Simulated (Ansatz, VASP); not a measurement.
## Zr2AlN3: VASP beside Ansatz

```
CELL_PARAMETERS angstrom
4.80650 0.00000 0.00000
-2.40325 4.16255 0.00000
0.00000 0.00000 4.08990
ATOMIC_POSITIONS crystal
Zr 0.33333 0.66667 0.50000
Zr 0.66667 0.33333 0.50000
Al 0.00000 0.00000 0.00000
N 0.33333 0.66667 0.00000
N 0.66667 0.33333 0.00000
N 0.00000 0.00000 0.50000
```

Alike in both runs: functional PBE; k mesh 6 × 6 × 4; occupations gaussian, width 0.1 eV; no spin polarisation.

Ansatz relaxed the structure, and its values are those at the end. VASP's run is a single point on that final structure, the one shown.

|  | VASP | Ansatz |
| --- | --- | --- |
| version | VASP 6.6.1 | Ansatz 0.2.0 |
| potentials or method | VASP PAW PBE potentials, release 64 (Zr_sv, Al, N), cutoff 520 eV | scalar-relativistic, plane waves, PAW |
| valence electrons in the cell | 42 | 42 |

|  | VASP | Ansatz | Ansatz less VASP |
| --- | --- | --- | --- |
| gap on the k mesh at the Fermi level (eV) | none | none | - |
| pressure (GPa) | 0.4 | 0.3 | -0.13 |

A gap of «none» marks a metal or a gap that the smearing closes. The functional is the same, so the differences come from potentials, cutoffs and numerics.

The k mesh is coarse, so the values compare programs but aren't converged.
